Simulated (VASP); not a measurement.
A run of VASP 6.6.1 is set up as follows.

File INCAR:

```
ALGO = Normal
EDIFF = 1E-7
EDIFFG = -0.04
ENCUT = 600
GGA = PE
IBRION = 2
ISIF = 3
ISMEAR = 0
LASPH = True
LCHARG = False
LREAL = False
LWAVE = False
NELM = 100
NSW = 90
PREC = Accurate
SIGMA = 0.1
```

File KPOINTS:

```
k-points
0
Gamma
  6 6 4
```

The input POSCAR:

```
Ga3Cl2
1.0
    4.2330263853      0.0000000000      0.0000000000
   -2.1165131926      3.6659083845      0.0000000000
    0.0000000000      0.0000000000      6.5859014573
Ga Cl
3 2
Direct
    0.0000000000      0.0000000000      0.0000000000
    0.3333333333      0.6666666667      0.6450000000
    0.6666666667      0.3333333333      0.3550000000
    0.3333333333      0.6666666667      0.2450000000
    0.6666666667      0.3333333333      0.7550000000
```

Potentials or basis: VASP PAW PBE potentials, release 64 (Ga_d, Cl).

Launch:

```bash
$ cat potpaw_PBE.64/Ga_d/POTCAR potpaw_PBE.64/Cl/POTCAR > POTCAR
$ mpirun -np 1 vasp_std > vasp.out
```

Task: What does it give for the space group after relaxing (to 0.05 Å)?

Result: P-3m1 (No. 164).

Task: Predict the relaxed volume.

Result: 25.74 Å³/atom.

Task: What does it give for the relaxed cell?

Result: a = 4.029 Å, b = 4.029 Å, c = 9.152 Å, α = 90.00°, β = 90.00°, γ = 120.00°.

Final structure:
```xyz
5
Lattice="4.0295 0.0000 0.0000 -2.0147 3.4896 0.0000 0.0000 0.0000 9.1523" Properties=species:S:1:pos:R:3 pbc="T T T"
Ga    0.0000    0.0000    0.0000
Ga    0.0000    2.3264    5.3426
Ga    2.0147    1.1632    3.8097
Cl    0.0000    2.3264    1.8856
Cl    2.0147    1.1632    7.2666
```

Caveat: the volume moved by over 15 % at a fixed basis, so the end points are rough; an odd number of electrons without spin polarisation forces a metal; a magnetic or distorted state may lie lower.
